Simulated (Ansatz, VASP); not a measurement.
# Two plane-wave programs on Zn

The input INCAR:

```
ALGO = Fast ; EDIFF = 1E-6
ENCUT = 520 ; GGA = PE
ISIF = 2 ; ISMEAR = 0
LASPH = T ; LCHARG = F
LREAL = F ; LWAVE = F
NBANDS = 19 ; NELM = 60
PREC = Accurate ; SIGMA = 0.15
```

The input KPOINTS:

```
k-points
0
Gamma
  24 24 10
```

File POSCAR:

```
Zn
1.0
    2.8246859364      0.0000000000      0.0000000000
   -1.4123429682      2.4462497786      0.0000000000
    0.0000000000      0.0000000000      4.9467000000
Zn
2
Direct
    0.3333333333      0.6666666667      0.2500000000
    0.6666666667      0.3333333333      0.7500000000
```

Input for Ansatz:

```yaml
crystal:
  lattice:
    - [2.8246859364, 0.0, 0.0]
    - [-1.4123429682, 2.4462497786, 0.0]
    - [0.0, 0.0, 4.9467]
  atoms:
    - { symbol: Zn, position: [0.3333333333, 0.6666666667, 0.25] }
    - { symbol: Zn, position: [0.6666666667, 0.3333333333, 0.75] }
basis:
  ecutwfc: 420
kpoints:
  mp_grid: { grid: [24, 24, 10] }
hamiltonian:
  xc: pbe
scf:
  occupations: { method: gaussian, width: 0.15 }
output:
  forces: true
  stress: true
  eigenvalues: true
```

Change from the starting cell: strain +0.0600 x Voigt [1, 1, 0, 0, 0, 0], atoms carried along.

Alike in both runs: task single point; functional PBE; k mesh 24 × 24 × 10; occupations gaussian, width 0.15 eV; no spin polarisation.

|  | VASP | Ansatz |
| --- | --- | --- |
| version | VASP 6.6.1 | Ansatz 0.2.0 |
| potentials or method | VASP PAW PBE potentials, release 64 (Zn), cutoff 520 eV | scalar-relativistic, plane waves, PAW |
| valence electrons in the cell | 24 | 24 |

Ansatz gave:

* gap on the k mesh at the Fermi level (eV): none
* pressure (GPa): -6.6
* traceless stress, the component that is largest in VASP (GPa): 1.32

Problem. Which values does VASP return?

Solution. gap on the k mesh at the Fermi level (eV): none; pressure (GPa): -6.4; traceless stress, the component that is largest in VASP (GPa): 1.26.

A gap of «none» marks a metal or a gap that the smearing closes. The functional is the same, so the differences come from potentials, cutoffs and numerics.
